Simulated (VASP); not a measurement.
# ScMo (Fm-3m) in VASP: single point with PBE

Aim: the single point of ScMo with PBE.

All numbers are computed with VASP 6.6.1; they aren't measurements. Logs are shortened: lines on timing, memory, paths and dates and some standing lists are left out, and cuts for length are marked.

## (1) The cell of the first run

The structure is cubic, space group Fm-3m (No. 225). The conventional cell has a = 5.432 Å, b = 5.432 Å, c = 5.432 Å, α = 90.00°, β = 90.00°, γ = 90.00°. Sc (site symmetry m-3m) has 6 Mo at 2.72 Å within 3.6 Å. Within 3.6 Å of Mo (site symmetry m-3m) lie 6 Sc at 2.72 Å.

## (2) Single point, PBE

The input, INCAR:

```
SYSTEM = ScMo
PREC = Accurate ; ENCUT = 520
EDIFF = 1E-6 ; ISMEAR = 0
SIGMA = 0.1 ; LREAL = .FALSE.
LASPH = .TRUE. ; NELM = 60
ALGO = Fast ; ISIF = 2
LWAVE = .FALSE. ; LCHARG = .TRUE.
GGA = PE ; LELF = .TRUE.
LVHAR = .TRUE. ; NBANDS = 20
```

The input, KPOINTS:

```
regular mesh
0
G
  18 18 18
  0 0 0
```

The input, POSCAR:

```
ScMo
1.0
    0.0000000000      2.7160781153      2.7160781153
    2.7160781153      0.0000000000      2.7160781153
    2.7160781153      2.7160781153      0.0000000000
Sc Mo
1 1
Direct
    0.0000000000      0.0000000000      0.0000000000
    0.5000000000      0.5000000000      0.5000000000
```

Potentials or basis: VASP PAW PBE potentials, release 64 (Sc_sv, Mo_sv).

On the command line:

```console
$ cat potpaw_PBE.64/Sc_sv/POTCAR potpaw_PBE.64/Mo_sv/POTCAR > POTCAR
$ mpirun -np 1 vasp_std > vasp.out
```

OUTCAR:

```text
SYSTEM = ScMo
   PREC = Accurate
   ENCUT = 520
   EDIFF = 1E-6
   ISMEAR = 0
   LREAL = .FALSE.
   LASPH = .TRUE.
   NELM = 60
   ISIF = 2
   GGA = PE

 ion  position               nearest neighbor table
   1  0.000  0.000  0.000-   2 2.72   2 2.72   2 2.72   2 2.72   2 2.72   2 2.72
   2  0.500  0.500  0.500-   1 2.72   1 2.72   1 2.72   1 2.72   1 2.72   1 2.72

  LATTYP: Found a face centered cubic cell.
 ALAT       =     5.4321562306

  Lattice vectors:

 A1 = (   0.0000000000,   2.7160781153,   2.7160781153)
 A2 = (   2.7160781153,   0.0000000000,   2.7160781153)
 A3 = (   2.7160781153,   2.7160781153,   0.0000000000)

Analysis of symmetry for initial positions (statically):
=====================================================================
 Subroutine PRICEL returns:
 Original cell was already a primitive cell.

 Routine SETGRP: Setting up the symmetry group for a
 face centered cubic supercell.

 Subroutine GETGRP returns: Found 48 space group operations
 (whereof 48 operations were pure point group operations)
 out of a pool of 48 trial point group operations.

The static configuration has the point symmetry O_h .

Analysis of symmetry for dynamics (positions and initial velocities):
=====================================================================
 Subroutine PRICEL returns:
 Original cell was already a primitive cell.

 Routine SETGRP: Setting up the symmetry group for a
 face centered cubic supercell.

 Subroutine GETGRP returns: Found 48 space group operations
 (whereof 48 operations were pure point group operations)
 out of a pool of 48 trial point group operations.

The dynamic configuration has the point symmetry O_h .

 Subroutine INISYM returns: Found 48 space group operations
 (whereof 48 operations are pure point group operations),
 and found     1 'primitive' translations

----------------------------------------------------------------------------------------

                                     Primitive cell

  volume of cell :      40.0735

  direct lattice vectors                    reciprocal lattice vectors
     0.000000000  2.716078115  2.716078115    -0.184088962  0.184088962  0.184088962
     2.716078115  0.000000000  2.716078115     0.184088962 -0.184088962  0.184088962
     2.716078115  2.716078115  0.000000000     0.184088962  0.184088962 -0.184088962
[... 74 lines left out ...]
 SYSTEM =  ScMo
   PREC   = accura    normal or accurate (medium, high low for compatibility)
   ISTART =      0    job   : 0-new  1-cont  2-samecut
   ICHARG =      2    charge: 1-file 2-atom 10-const
   ISPIN  =      1    spin polarized calculation?
   LNONCOLLINEAR =      F non collinear calculations
   LSORBIT =      F    spin-orbit coupling
   LASPH  =      T    aspherical Exc in radial PAW
   ENCUT  =  520.0 eV  38.22 Ry    6.18 a.u.   7.14  7.14  7.14*2*pi/ulx,y,z
   NELM   =     60;   NELMIN=  2; NELMDL= -5     # of ELM steps
   EDIFF  = 0.1E-05   stopping-criterion for ELM
   LREAL  =      F    real-space projection
   EDIFFG = 0.1E-04   stopping-criterion for IOM
   NSW    =      0    number of steps for IOM
   IBRION =     -1    ionic relax: 0-MD 1-quasi-New 2-CG
   NFREE  =      0    steps in history (QN), initial steepest desc. (CG)
   ISIF   =      2    stress and relaxation
   ISYM   =      2    0-nonsym 1-usesym 2-fastsym
   POTIM  = 0.5000    time-step for ionic-motion
   TEBEG  =    0.0;   TEEND  =   0.0 temperature during run
   PSTRESS=    0.0 pullay stress
   NELECT =      25.0000    total number of electrons
   NUPDOWN=      -1.0000    fix difference up-down
   EMIN   =  10.00;   EMAX   =-10.00  energy-range for DOS
   EFERMI =   0.00;   METHOD = LEGACY
   ISMEAR =     0;   SIGMA  =   0.10  broadening in eV -4-tet -1-fermi 0-gaus
   EFERMI_NEDOS =   21; number of points for ismear=-14 and -15
   IALGO  =     68    algorithm
   IMIX   =      4    mixing-type and parameters
     AMIX     =   0.40;   BMIX     =  1.00
     AMIX_MAG =   1.60;   BMIX_MAG =  1.00
  volume/ion in A,a.u.               =      20.04       135.21
  Fermi-wavevector in a.u.,A,eV,Ry     =   1.398844  2.643432 26.623393  1.956764
  Thomas-Fermi vector in A             =   2.521962
   LORBIT       =      0    0 simple, 1 ext, 2 COOP (PROOUT), +10 PAW based schemes
   GGA     = PE    functional components
   LHFCALC =     F    Hartree Fock is set to
   AEXX    =    0.0000 exact exchange contribution
   IVDW    =     0    specifies the selected vdW correction
   LEPSILON=     F    determine dielectric tensor
   LRPA    =     F    only Hartree local field effects (RPA)
 non-spin polarized calculation
 RMM-DIIS sequential band-by-band and
 Gauss-broadening in eV      SIGMA  =   0.10
  energy-cutoff  :      520.00
  volume of cell :       40.07
 maximum number of plane-waves:      1106
 NGX is ok and might be reduce to    30
   NGX = 15   NGY = 15   NGZ = 15

 number of electron      24.9999995 magnetization

 Free energy of the ion-electron system (eV)
  ---------------------------------------------------
  ext. energy  EPLUGINS =         0.00000000
  ---------------------------------------------------
  free energy    TOTEN  =       -14.91917374 eV

  energy without entropy =      -14.90880159  energy(sigma->0) =      -14.91398766

 E-fermi :   6.5290     XC(G=0): -11.2613

 val. band max:        6.5250894927   @ k =   0.3889   0.2222   0.0556
 cond. band min:       6.5336124639   @ k =  -0.2222   0.1667   0.0556
 fundamental gap:      0.0085229713
 Fermi energy:         6.5289604710

 k-point     1 :       0.0000    0.0000    0.0000
  band No.  band energies     occupation
      1     -53.5887      2.00000
      2     -41.8599      2.00000
      3     -27.7305      2.00000
      4     -27.7305      2.00000
      5     -27.7305      2.00000
      6     -20.5148      2.00000
[... 541 lines left out ...]
     19      11.4863      0.00000
     20      14.4684      0.00000

 [... further k-points ...]
[... 5 lines left out ...]
  --------------------------------------------------------------------------------------
  -------------------------------------------------------------------------------------
  Total        0.0682470      0.0682470      0.0682470      0.0000000     -0.0000000      0.0000000
  in kB        2.7285847      2.7285847      2.7285847      0.0000000     -0.0000000      0.0000000
  external PRESSURE =       2.7285847 kB  Pullay stress =       0.0000000 kB

 VOLUME and BASIS-vectors are now :
 -----------------------------------------------------------------------------
  energy-cutoff  :      520.00
  volume of cell :       40.07
      direct lattice vectors                 reciprocal lattice vectors
     0.000000000  2.716078115  2.716078115    -0.184088962  0.184088962  0.184088962
     2.716078115  0.000000000  2.716078115     0.184088962 -0.184088962  0.184088962
     2.716078115  2.716078115  0.000000000     0.184088962  0.184088962 -0.184088962

 POSITION                                       TOTAL-FORCE (eV/Angst)
 -----------------------------------------------------------------------------------
      0.00000      0.00000      0.00000        -0.000000      0.000000      0.000000
      2.71608      2.71608      2.71608         0.000000     -0.000000     -0.000000
 -----------------------------------------------------------------------------------
    total drift:                                0.000000      0.000000      0.000000

  FREE ENERGIE OF THE ION-ELECTRON SYSTEM (eV)
  ---------------------------------------------------
  free  energy   TOTEN  =       -14.9191737362 eV

  energy  without entropy=      -14.9088015864  energy(sigma->0) =      -14.91398766
```

stdout:

```text
POSCAR found type information on POSCAR ScMo
 POSCAR found :  2 types and       2 ions
 scaLAPACK will be used
 LDA part: xc-table for (Slater+PW92), standard interpolation
 POSCAR, INCAR and KPOINTS ok, starting setup
 FFT: planning ... GRIDC
 FFT: planning ... GRID_SOFT
 FFT: planning ... GRID
 WAVECAR not read
 entering main loop
```

Run time: 2.1 min. Hardware: 1 thread of Intel Xeon Platinum 8488C (Sapphire Rapids), shared host; peak memory 0.28 GiB.

What came out:

| Property | Result |
| --- | --- |
| Free energy | -14.9192 eV |
| Pressure | 0.3 GPa |

Levels at points of the mesh, in eV from the Fermi level:
```
           k point  band 10  band 11  band 12  band 13  band 14  band 15
(0.00, 0.00, 0.00)    -1.76    -1.76    -1.64    -1.64    -1.64     4.95
(0.50, 0.00, 0.00)    -1.44    -0.36    -0.36     1.03     1.03     1.74
(0.50, 0.50, 0.00)    -2.07    -0.99    -0.08     0.40     1.32     1.32
```
